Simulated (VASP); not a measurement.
# C (R-3m) in VASP: further runs, part 2 of 2

VASP 6.6.1.

## 3. Relaxation of cell and atoms, LDA

This run uses another cell than the first one, of 8.74 Å³/atom.

INCAR reads:

```
SYSTEM = C
  ALGO = Normal
  EDIFF = 1E-6
  EDIFFG = -0.03
  ENCUT = 600
  GGA = CA
  IBRION = 2
  ISIF = 3
  ISMEAR = 0
  LASPH = .True.
  LCHARG = .False.
  LREAL = .False.
  LWAVE = .False.
  NELM = 60
  NSW = 80
  PREC = Accurate
  SIGMA = 0.02
```

KPOINTS reads:

```
k-points
0
Gamma
  11 11 11
  0 0 0
```

POSCAR reads:

```
C
1.0
    1.2280290000      0.7090030000      3.3470110000
   -1.2280290000      0.7090030000      3.3470110000
    0.0000000000     -1.4180050000      3.3470110000
C
2
Direct
    0.8360000000      0.8360000000      0.8360000000
    0.1640000000      0.1640000000      0.1640000000
```

Potentials or basis: VASP PAW LDA potentials, release 64 (C).

The run is started by

```bash
$ cat potpaw_LDA.64/C/POTCAR > POTCAR
$ mpirun -np 1 vasp_std > vasp.out
```

OUTCAR:

```text
SYSTEM = C
   EDIFF = 1E-6
   EDIFFG = -0.03
   ENCUT = 600
   GGA = CA
   IBRION = 2
   ISIF = 3
   ISMEAR = 0
   LASPH = .True.
   LREAL = .False.
   NELM = 60
   NSW = 80
   PREC = Accurate

 ion  position               nearest neighbor table
   1  0.836  0.836  0.836-   2 1.42   2 1.42   2 1.42
   2  0.164  0.164  0.164-   1 1.42   1 1.42   1 1.42

  LATTYP: Found a trigonal (rhomboedric) cell.
 ALAT       =     3.6349997404
 COS(alpha) =     0.7717354484

  Lattice vectors:

 A1 = (   1.2280290000,   0.7090030000,   3.3470110000)
 A2 = (  -1.2280290000,   0.7090030000,   3.3470110000)
 A3 = (   0.0000000000,  -1.4180050000,   3.3470110000)

Analysis of symmetry for initial positions (statically):
=====================================================================
 Subroutine PRICEL returns:
 Original cell was already a primitive cell.

 Routine SETGRP: Setting up the symmetry group for a
 trigonal (rhombohedral) supercell.

 Subroutine GETGRP returns: Found 12 space group operations
 (whereof 12 operations were pure point group operations)
 out of a pool of 12 trial point group operations.

The static configuration has the point symmetry D_3d.

Analysis of symmetry for dynamics (positions and initial velocities):
=====================================================================
 Subroutine PRICEL returns:
 Original cell was already a primitive cell.

 Routine SETGRP: Setting up the symmetry group for a
 trigonal (rhombohedral) supercell.

 Subroutine GETGRP returns: Found 12 space group operations
 (whereof 12 operations were pure point group operations)
 out of a pool of 12 trial point group operations.

The dynamic configuration has the point symmetry D_3d.

 Subroutine INISYM returns: Found 12 space group operations
 (whereof 12 operations are pure point group operations),
 and found     1 'primitive' translations

----------------------------------------------------------------------------------------

                                     Primitive cell

  volume of cell :      17.4850

  direct lattice vectors                    reciprocal lattice vectors
     1.228029000  0.709003000  3.347011000     0.407156509  0.235071988  0.099591323
    -1.228029000  0.709003000  3.347011000    -0.407156509  0.235071988  0.099591323
     0.000000000 -1.418005000  3.347011000     0.000000000 -0.470143977  0.099591394

  length of vectors
     3.634999740  3.634999740  3.634999424     0.480576418  0.480576418  0.480576534

  position of ions in fractional coordinates (direct lattice)
     0.836000000  0.836000000  0.836000000
     0.164000000  0.164000000  0.164000000

  ion indices of the primitive-cell ions
   primitive index   ion index
                 1           1
                 2           2

----------------------------------------------------------------------------------------

 KPOINTS: k-points

Automatic generation of k-mesh.
 Grid dimensions read from file:
 generate k-points for:   11   11   11

 Generating k-lattice:

[... 41 lines left out ...]
 -0.181818  0.181818  0.000000      6.000000
 [... further k-points ...]
   k-points           NKPTS =    146   k-points in BZ     NKDIM =    146   number of bands    NBANDS=      8
   number of dos      NEDOS =    301   number of ions     NIONS =      2
   total plane-waves  NPLWV =  27000
   dimension x,y,z NGX =    30 NGY =   30 NGZ =   30
   dimension x,y,z NGXF=    60 NGYF=   60 NGZF=   60
   ions per type =               2
   NGX,Y,Z   is equivalent  to a cutoff of  13.72, 13.72, 13.72 a.u.
   NGXF,Y,Z  is equivalent  to a cutoff of  27.44, 27.44, 27.44 a.u.
 SYSTEM =  C
   PREC   = accura    normal or accurate (medium, high low for compatibility)
   ISTART =      0    job   : 0-new  1-cont  2-samecut
   ICHARG =      2    charge: 1-file 2-atom 10-const
   ISPIN  =      1    spin polarized calculation?
   LNONCOLLINEAR =      F non collinear calculations
   LSORBIT =      F    spin-orbit coupling
   LASPH  =      T    aspherical Exc in radial PAW
   ENCUT  =  600.0 eV  44.10 Ry    6.64 a.u.   7.26  7.26  7.26*2*pi/ulx,y,z
   NELM   =     60;   NELMIN=  2; NELMDL= -5     # of ELM steps
   EDIFF  = 0.1E-05   stopping-criterion for ELM
   LREAL  =      F    real-space projection
   EDIFFG = -.3E-01   stopping-criterion for IOM
   NSW    =     80    number of steps for IOM
   IBRION =      2    ionic relax: 0-MD 1-quasi-New 2-CG
   NFREE  =      1    steps in history (QN), initial steepest desc. (CG)
   ISIF   =      3    stress and relaxation
   ISYM   =      2    0-nonsym 1-usesym 2-fastsym
   POTIM  = 0.5000    time-step for ionic-motion
   TEBEG  =    0.0;   TEEND  =   0.0 temperature during run
   PSTRESS=    0.0 pullay stress
   NELECT =       8.0000    total number of electrons
   NUPDOWN=      -1.0000    fix difference up-down
   EMIN   =  10.00;   EMAX   =-10.00  energy-range for DOS
   EFERMI =   0.00;   METHOD = LEGACY
   ISMEAR =     0;   SIGMA  =   0.02  broadening in eV -4-tet -1-fermi 0-gaus
   EFERMI_NEDOS =   21; number of points for ismear=-14 and -15
   IALGO  =     38    algorithm
   IMIX   =      4    mixing-type and parameters
     AMIX     =   0.40;   BMIX     =  1.00
     AMIX_MAG =   1.60;   BMIX_MAG =  1.00
  volume/ion in A,a.u.               =       8.74        59.00
  Fermi-wavevector in a.u.,A,eV,Ry     =   1.261488  2.383867 21.651666  1.591353
  Thomas-Fermi vector in A             =   2.394945
   LORBIT       =      0    0 simple, 1 ext, 2 COOP (PROOUT), +10 PAW based schemes
   GGA     = CA    functional components
   LHFCALC =     F    Hartree Fock is set to
   AEXX    =    0.0000 exact exchange contribution
   IVDW    =     0    specifies the selected vdW correction
   LEPSILON=     F    determine dielectric tensor
   LRPA    =     F    only Hartree local field effects (RPA)
 conjugate gradient relaxation of ions
 non-spin polarized calculation
 Gauss-broadening in eV      SIGMA  =   0.02
  energy-cutoff  :      600.00
  volume of cell :       17.48
 maximum number of plane-waves:       595
 NGX is ok and might be reduce to    30
   NGX = 15   NGY = 15   NGZ = 15

--------------------------------------- Ionic step        1  -------------------------------------------

 number of electron       8.0000000 magnetization

 Free energy of the ion-electron system (eV)
  ---------------------------------------------------
  ext. energy  EPLUGINS =         0.00000000
  ---------------------------------------------------
  free energy    TOTEN  =       -20.20577837 eV

  energy without entropy =      -20.20577837  energy(sigma->0) =      -20.20577837

------------------------ aborting loop because EDIFF is reached ----------------------------------------

  FORCE on cell =-STRESS in cart. coord.  units (eV):
  Direction    XX          YY          ZZ          XY          YZ          ZX
  --------------------------------------------------------------------------------------
  -------------------------------------------------------------------------------------
  Total       -0.5583073     -0.5583069     -0.1231381      0.0000000     -0.0000000      0.0000000
  in kB      -51.1586395    -51.1586097    -11.2833542      0.0000000     -0.0000011      0.0000000
  external PRESSURE =     -37.8668678 kB  Pullay stress =       0.0000000 kB
[... 167 lines left out ...]
--------------------------------------- Ionic step        6  -------------------------------------------

 number of electron       8.0000000 magnetization

 Free energy of the ion-electron system (eV)
  ---------------------------------------------------
  ext. energy  EPLUGINS =         0.00000000
  ---------------------------------------------------
  free energy    TOTEN  =       -20.23204248 eV

  energy without entropy =      -20.23204248  energy(sigma->0) =      -20.23204248

 E-fermi :   4.3774     XC(G=0): -10.8300

 val. band max:        4.2876438735   @ k =  -0.1818   0.4545   0.0909
 cond. band min:       5.3374088635   @ k =  -0.1818   0.4545   0.0909
 fundamental gap:      1.0497649900
 Fermi energy:         4.3773935532

 k-point     1 :       0.0000    0.0000    0.0000
  band No.  band energies     occupation
      1     -14.8892      2.00000
      2      -1.9361      2.00000
      3       1.7526      2.00000
      4       1.7526      2.00000
      5       8.5689      0.00000
      6      13.2147      0.00000
      7      13.2147      0.00000
      8      16.2687      0.00000
[... 243 lines left out ...]
 k-point    24 :      -0.1818    0.1818    0.0000
  band No.  band energies     occupation
      1     -12.5351      2.00000
      2      -3.4235      2.00000
      3      -2.1699      2.00000
      4       0.6915      2.00000
      5      10.2667      0.00000
      6      11.4753      0.00000
      7      15.4080      0.00000
      8      17.0189      0.00000

 [... further k-points ...]
[... 5 lines left out ...]
  --------------------------------------------------------------------------------------
  -------------------------------------------------------------------------------------
  Total        0.0013350      0.0013350     -0.0532283     -0.0000000     -0.0000000      0.0000000
  in kB        0.1235900      0.1235900     -4.9277327     -0.0000000     -0.0000005      0.0000000
  external PRESSURE =      -1.5601842 kB  Pullay stress =       0.0000000 kB
[... 17 lines left out ...]
  FREE ENERGIE OF THE ION-ELECTRON SYSTEM (eV)
  ---------------------------------------------------
  free  energy   TOTEN  =       -20.2320424846 eV

  energy  without entropy=      -20.2320424846  energy(sigma->0) =      -20.23204248

 reached required accuracy - stopping structural energy minimisation
```

CONTCAR:

```text
C
   1.00000000000000
     1.2230634104036093    0.7061361159794869    3.3397768711609541
    -1.2230634104036093    0.7061361159794869    3.3397768711609541
    -0.0000000000000000   -1.4122712381700999    3.3397768716182319
  C
     2
Direct
     0.8333852396310205    0.8333852396310205    0.8333852396147543
     0.1666147603689794    0.1666147603689794    0.1666147603852459

  0.00000000E+00  0.00000000E+00  0.00000000E+00
  0.00000000E+00  0.00000000E+00  0.00000000E+00
```

It took 50 s on 1 thread of Intel Xeon 6975P-C (Granite Rapids), shared host; peak memory 0.14 GiB.

What came out:

```
Free energy                           : -20.2320 eV
Relaxed volume                        : 8.65 Å³/atom
Relaxed cell                          : a = 3.626 Å, b = 3.626 Å, c = 3.626 Å, α = 39.42°, β = 39.42°, γ = 39.42°
Space group after relaxing (to 0.1 Å) : R-3m (No. 166)
Energy gained by relaxing             : 13.1 meV/atom
Ionic steps                           : 6
Pressure after relaxing               : -0.2 GPa
```

Stress tensor (GPa, compression positive):
```
 0.01  0.00  0.00
 0.00  0.01  0.00
 0.00  0.00 -0.49
```

The path:
```csv
step,energy change (eV),largest force (eV/Å),pressure (GPa),volume (Å³)
1,0.0000,0.9074,-3.79,17.48
2,-0.0031,0.5961,8.26,16.97
3,-0.0245,0.1278,2.39,17.22
4,-0.0218,0.2075,-4.25,17.46
5,-0.0263,0.0006,-0.26,17.31
6,-0.0263,0.0017,-0.16,17.31
```

Final structure:
```yaml
crystal:
  lattice:
    - [1.22306, 0.70614, 3.33978]
    - [-1.22306, 0.70614, 3.33978]
    - [0.00000, -1.41227, 3.33978]
  atoms:
    - { symbol: C, position: [0.83339, 0.83339, 0.83339] }
    - { symbol: C, position: [0.16661, 0.16661, 0.16661] }
```
